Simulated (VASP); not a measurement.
## Ta: single point with BLYP

The system is Ta.

```xyz
1
Lattice="-1.7424 1.7424 1.7424 1.7424 -1.7424 1.7424 1.7424 1.7424 -1.7424" Properties=species:S:1:pos:R:3 pbc="T T T"
Ta    0.0000    0.0000    0.0000
```

This cell differs from its parent crystal: volume scaled by 1.12.

| Item | Value |
| --- | --- |
| Program | VASP 6.6.1 |
| Task | single point |
| Functional | BLYP |
| Potentials or basis | VASP PAW PBE potentials, release 64 (Ta_pv) |
| Cutoff | 520 eV |
| k mesh | 22 × 22 × 22 |
| Occupations | fermi-dirac, width 0.1 eV |
| Spin | no spin polarisation |
| Dipole correction | no |
| Further INCAR settings | ALGO = Normal; EDIFF = 1e-07; NBANDS = 12 |

* Pressure: -15.9 GPa

Levels at points of the mesh, in eV from the Fermi level:
| k point | band 4 | band 5 | band 6 | band 7 | band 8 | band 9 |
| --- | --- | --- | --- | --- | --- | --- |
| (0.00, 0.00, 0.00) | -7.16 | 0.56 | 0.56 | 0.56 | 3.31 | 3.31 |
| (0.50, 0.00, 0.00) | -3.72 | -1.24 | 1.22 | 3.10 | 3.92 | 6.16 |
| (0.50, 0.50, 0.50) | -2.96 | -2.96 | 5.43 | 5.43 | 5.43 | 7.48 |

Run time: 79 s on 1 thread of Intel Xeon 8259CL, with other jobs on the host, peak memory 0.2 GiB.

Caveat: the PAW data sets were made with another functional, which shifts forces and pressure a little; spin-orbit coupling is left out, which moves the levels of the heavy elements.
